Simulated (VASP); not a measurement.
Wanted: the native input for a VASP 6.6.1 run.

| Property | Result |
| --- | --- |
| Task | single point |
| Functional | PBE |
| Potentials or basis | VASP PAW PBE potentials, release 64 (Cd, S) |
| Cutoff | 520 eV |
| k mesh | 7 × 7 × 5 |
| Occupations | gaussian, width 0.05 eV |
| Spin | no spin polarisation |
| Dipole correction | no |
| Further INCAR settings | ALGO = Normal; EDIFF = 1e-06; NBANDS = 16 |

The structure of CdS lies in POSCAR:

```
CdS
1.0
    4.2611695877      0.0000000000      0.0000000000
   -2.1305847939      3.6902811128      0.0000000000
    0.0000000000      0.0000000000      5.8041729400
Cd S
1 1
Direct
    0.0000000000      0.0000000000      0.4426919200
    0.6666666667      0.3333333333      0.4343080800
```

These files were run (other wordings do the same):

INCAR

```
SYSTEM = CdS
PREC = Accurate
ENCUT = 520
EDIFF = 1E-6
ISMEAR = 0
SIGMA = 0.05
LREAL = .FALSE.
LASPH = .TRUE.
NELM = 60
ALGO = Normal
ISIF = 2
LWAVE = .FALSE.
LCHARG = .TRUE.
GGA = PE
LELF = .TRUE.
LVHAR = .TRUE.
NBANDS = 16
```

KPOINTS

```
Automatic mesh
0
G
  7 7 5
  0 0 0
```

Potentials or basis: VASP PAW PBE potentials, release 64 (Cd, S).

Command:

```sh
$ cat potpaw_PBE.64/Cd/POTCAR potpaw_PBE.64/S/POTCAR > POTCAR
$ mpirun -np 1 vasp_std > vasp.out
```

It gave:

```json
{"Pressure": "-0.1 GPa", "Band gap on the k mesh": "1.47 eV, indirect (the least direct gap lies 3.8 meV higher)"}
```

It took 30 s on 1 thread of Intel(R) Xeon(R) Platinum 8375C CPU @ 2.90GHz (Ice Lake), on a shared host, peak memory 0.23 GiB.
